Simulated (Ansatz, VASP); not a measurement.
**Two plane-wave programs on C**

```
C
1.0
     1.22805   -2.12706    0.00000
     1.22805    2.12706    0.00000
     0.00000    0.00000    7.17327
C
4
Direct
  0.08338 0.91662 0.75314
  0.58338 0.41662 0.24686
  0.91662 0.08338 0.24686
  0.41662 0.58338 0.75314
```

Alike in both runs: task single point; functional LDA; k mesh 18 × 18 × 6; occupations gaussian, width 0.2 eV; no spin polarisation.

|  | VASP | Ansatz |
| --- | --- | --- |
| version | VASP 6.6.1 | Ansatz 0.2.0 |
| potentials or method | VASP PAW LDA potentials, release 64 (C), cutoff 520 eV | scalar-relativistic, plane waves, PAW |
| valence electrons in the cell | 16 | 16 |

Ansatz gave:

- gap on the k mesh at the Fermi level (eV): 0.02
- least direct gap on the mesh (eV): 0.02
- pressure (GPa): -3.9
- traceless stress, the component that is largest in VASP (GPa): 2.83
- rms of the force components (eV/Å): 0.014

Q: Which values does VASP return?

A: gap on the k mesh at the Fermi level (eV): 0.02; least direct gap on the mesh (eV): 0.02; pressure (GPa): -3.2; traceless stress, the component that is largest in VASP (GPa): 1.95; rms of the force components (eV/Å): 0.014.

LDA's correlation is that of Perdew and Zunger in VASP and of Perdew and Wang (1992) in Ansatz. Atom by atom the forces differ by 0.000 eV/Å (rms over components).
